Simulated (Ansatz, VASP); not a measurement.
# BiTe in VASP and in Ansatz

```
CELL_PARAMETERS angstrom
0.00000 3.21572 3.21572
3.21572 0.00000 3.21572
3.21572 3.21572 0.00000
ATOMIC_POSITIONS crystal
Bi 0.00000 0.00000 0.00000
Te 0.50000 0.50000 0.50000
```

Alike in both runs: functional r2SCAN; k mesh 9 × 9 × 9; occupations fermi-dirac, width 0.1 eV; no spin polarisation.

Ansatz relaxed the structure, and its values are those at the end. VASP's run is a single point on that final structure, the one shown.

|  | VASP | Ansatz |
| --- | --- | --- |
| version | VASP 6.6.1 | Ansatz 0.2.0 |
| potentials or method | VASP PAW PBE potentials, release 64 (Bi_d, Te), cutoff 520 eV | PAW plane waves |
| valence electrons in the cell | 21 | 31 |

|  | VASP | Ansatz | Ansatz less VASP |
| --- | --- | --- | --- |
| pressure (GPa) | 1.0 | 1.0 | +0.06 |

VASP's potentials were made for PBE, not for r2SCAN. The functional is the same, so the differences come from potentials, cutoffs and numerics. VASP's potentials hold 21 valence electrons a cell and Ansatz's 31, so a difference there can come from the potentials and not from the codes. Ansatz's warnings: stress scf threshold loose.

Neither program's run includes spin-orbit coupling.
